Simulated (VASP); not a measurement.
HfSiO4: single point with PBE

The system is HfSiO4.

```xyz
12
Lattice="-3.3237 3.3237 3.0156 3.3237 -3.3237 3.0156 3.3237 3.3237 -3.0156" Properties=species:S:1:pos:R:3 pbc="T T T"
Hf    0.0000    0.0000    0.0000
Hf    0.0000    3.3237    1.5078
Si    3.3237    0.0000    1.5078
Si    0.0000    0.0000    3.0156
O     3.3237    2.1033   -1.0877
O     4.5441    0.0000    0.4201
O     2.1033    0.0000    0.4201
O     0.0000    1.2204    1.9279
O     2.1033    3.3237    1.0877
O     3.3237    1.2204    2.5955
O     3.3237   -1.2204    2.5955
O     1.2204    0.0000    4.1033
```

This cell differs from its parent crystal: strain +1.0%.

```
Program                : VASP 6.6.1
Task                   : single point
Functional             : PBE
Potentials or basis    : VASP PAW PBE potentials, release 64 (Hf_pv, Si, O)
Cutoff                 : 520 eV
k mesh                 : 6 × 6 × 6
Occupations            : fermi-dirac, width 0.02 eV
Spin                   : no spin polarisation
Dipole correction      : no
Further INCAR settings : ALGO = Normal; EDIFF = 1e-06; NBANDS = 50
```

- Pressure: -2.0 GPa
- Largest force: 0.457 eV/Å
- Band gap on the k mesh: 5.23 eV (least direct gap 5.56 eV)

Forces on the atoms (eV/Å):
```
Hf   0.000  0.000  0.000
Hf   0.000  0.000  0.000
Si   0.000  0.000  0.000
Si   0.000  0.000  0.000
O    0.000 -0.340 -0.306
O    0.340  0.000 -0.306
O   -0.340  0.000 -0.306
O    0.000  0.340 -0.306
O   -0.340  0.000  0.306
O    0.000  0.340  0.306
O    0.000 -0.340  0.306
O    0.340  0.000  0.306
```

Stress tensor (GPa, compression positive):
```
-1.84  0.00  0.00
 0.00 -1.84  0.00
 0.00  0.00 -2.25
```

Levels at points of the mesh, in eV from the valence-band top:
```tsv
k point	band 34	band 35	band 36	band 37	band 38	band 39	band 40	band 41	band 42	band 43
(0.00, 0.00, 0.00)	-0.73	-0.60	-0.60	-0.53	0.00	5.56	5.84	5.96	6.00	6.00
(0.50, 0.00, 0.00)	-1.11	-0.95	-0.79	-0.24	-0.21	5.46	5.61	6.33	6.49	6.60
(0.50, 0.50, 0.00)	-0.98	-0.89	-0.89	-0.58	-0.58	5.23	5.23	6.29	6.29	6.29
(0.50, 0.50, 0.50)	-1.29	-1.08	-1.08	-0.88	-0.88	6.00	6.00	6.37	6.37	6.48
```

Wall time 5.4 min on 1 thread of Intel Xeon 8259CL, on a shared host, peak memory 0.35 GiB.

Caveat: the cell differs from its parent crystal (strain +1.0%); spin-orbit coupling is left out, which moves the levels of the heavy elements. A k mesh can miss the band edges.
